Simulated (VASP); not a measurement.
Crystal: MgZn4O.

```
CELL_PARAMETERS angstrom
-2.45464 2.45464 3.34972
2.45464 -2.45464 3.34972
2.45464 2.45464 -3.34972
ATOMIC_POSITIONS crystal
Mg 0.50000 0.50000 0.00000
Zn 0.70457 0.70457 0.66266
Zn 0.95809 0.29543 0.00000
Zn 0.04191 0.04191 0.33734
Zn 0.29543 0.95809 0.00000
O 0.00000 0.00000 0.00000
```

The cell was built from a structure type or drawn by symmetry, and may not be a known phase.

| Item | Value |
| --- | --- |
| Program | VASP 6.6.1 |
| Task | relaxation of cell and atoms |
| Functional | PBE |
| Potentials or basis | VASP PAW PBE potentials, release 64 (Mg, Zn, O) |
| Cutoff | 600 eV |
| k mesh | 5 × 5 × 5 |
| Occupations | gaussian, width 0.2 eV |
| Spin | no spin polarisation |

At the start: pressure 112.5 GPa; volume 13.46 Å³/atom.

Question: Where does the relaxation end?

Answer: Over 20 steps the energy falls by 3188.9 meV/atom and the volume is 17.27 Å³/atom (+28.4 %); space group I-42m (No. 121, to 0.1 Å) before and after.

The path:
| step | energy change (eV) | largest force (eV/Å) | pressure (GPa) | volume (Å³) |
| --- | --- | --- | --- | --- |
| 1 | 0.0000 | 26.6320 | 112.45 | 80.73 |
| 2 | -10.2590 | 0.4700 | -8.33 | 248.96 |
| 3 | -10.8938 | 0.4041 | -7.99 | 233.63 |
| 4 | -11.4038 | 0.3375 | -7.79 | 221.12 |
| 5 | -15.4716 | 1.2031 | -6.33 | 139.36 |
| 6 | -17.7099 | 1.8917 | 0.36 | 107.39 |
| 7 | -17.7699 | 1.4052 | 12.54 | 93.43 |
| 8 | -17.9241 | 1.7481 | 4.26 | 101.19 |
| 9 | -17.9468 | 1.6479 | 6.21 | 98.96 |
| 10 | -17.9459 | 1.6667 | 5.81 | 99.35 |
| 11 | -18.4571 | 1.1314 | 0.48 | 107.27 |
| 12 | -18.6236 | 0.7904 | -3.26 | 115.75 |
| 13 | -18.8375 | 0.4073 | -1.55 | 112.07 |
| 14 | -18.9095 | 0.4796 | 0.74 | 108.54 |
| 15 | -19.0016 | 0.4192 | 0.07 | 108.24 |
| 16 | -19.0907 | 0.3269 | -1.15 | 107.38 |
| 17 | -19.1290 | 0.1600 | -0.14 | 103.99 |
| 18 | -19.1325 | 0.0924 | 0.46 | 102.55 |
| 19 | -19.1325 | 0.1001 | 0.38 | 102.71 |
| 20 | -19.1336 | 0.0447 | -0.35 | 103.62 |

Final structure:
```
Mg Zn O
1.0
    -2.51555    2.51555    4.09390
     2.51555   -2.51555    4.09390
     2.51555    2.51555   -4.09390
Mg Zn O
1 4 1
Cartesian
  0.0000 0.0000 4.0939
  1.5871 1.5871 2.5179
  0.9285 -0.9285 1.5760
  0.9285 0.9285 6.6118
  -0.9285 0.9285 1.5760
  0.0000 0.0000 0.0000
```

Caveat: the volume moved by over 15 % at a fixed basis, so the end points are rough; the relaxation stopped at a loose force limit of 0.08 eV/Å, so its end isn't a converged minimum.
